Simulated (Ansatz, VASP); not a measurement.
**C: VASP beside Ansatz**

```
CELL_PARAMETERS angstrom
0.04323 1.77579 1.84061
1.79020 0.02182 1.86202
1.80082 1.80782 0.01120
ATOMIC_POSITIONS crystal
C 0.98332 0.02008 0.00517
C 0.24297 0.23111 0.27368
```

Alike in both runs: task single point; functional PBE; k mesh 6 × 6 × 6; no spin polarisation.

|  | VASP | Ansatz |
| --- | --- | --- |
| version | VASP 6.6.1 | Ansatz 0.2.0 |
| potentials or method | VASP PAW PBE potentials, release 64 (C), cutoff 520 eV | plane waves, PAW |
| occupations | gaussian, width 0.01 eV | fixed |
| valence electrons in the cell | 8 | 8 |

|  | VASP | Ansatz | Ansatz less VASP |
| --- | --- | --- | --- |
| pressure (GPa) | -6.9 | -7.4 | -0.58 |
| traceless stress, the component that is largest in VASP (GPa) | -23.59 | -23.61 | -0.020 |
| rms of the force components (eV/Å) | 1.438 | 1.433 | -0.0047 |

Atom by atom the forces differ by 0.006 eV/Å (rms over components). Ansatz's warnings: stress scf threshold loose.

The k mesh is coarse, so the values compare programs but aren't converged.
